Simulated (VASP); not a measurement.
A run of VASP 6.6.1:

File INCAR:

```
SYSTEM = SnSe
ALGO = Normal ; EDIFF = 1E-8
ENCUT = 520 ; GGA = PE
IBRION = 6 ; ISIF = 2
ISMEAR = 0 ; IVDW = 12
LASPH = .TRUE. ; LCHARG = .FALSE.
LREAL = .FALSE. ; LWAVE = .FALSE.
NELM = 60 ; NFREE = 2
NSW = 1 ; POTIM = 0.015
PREC = Accurate ; SIGMA = 0.01
```

File KPOINTS:

```
k-points
0
G
  12 12 12
  0 0 0
```

POSCAR

```
SnSe
1.0
    0.0000000000      2.8330220025      2.8330220025
    2.8330220025      0.0000000000      2.8330220025
    2.8330220025      2.8330220025      0.0000000000
Sn Se
1 1
Direct
    0.0000000000      0.0000000000      0.0000000000
    0.5000000000      0.5000000000      0.5000000000
```

Potentials or basis: VASP PAW PBE potentials, release 64 (Sn_d, Se).

Launch:

```sh
$ cat potpaw_PBE.64/Sn_d/POTCAR potpaw_PBE.64/Se/POTCAR > POTCAR
$ mpirun -np 1 vasp_std > vasp.out
```

Hardware: 1 thread of Intel(R) Xeon(R) 6975P-C (Granite Rapids) (shared host).

Q: Estimate the wall time of this run.

A: It took 120 s on 1 thread of Intel(R) Xeon(R) 6975P-C (Granite Rapids) (shared host), peak memory 0.33 GiB. Counts: scf iterations 46, k points 72.
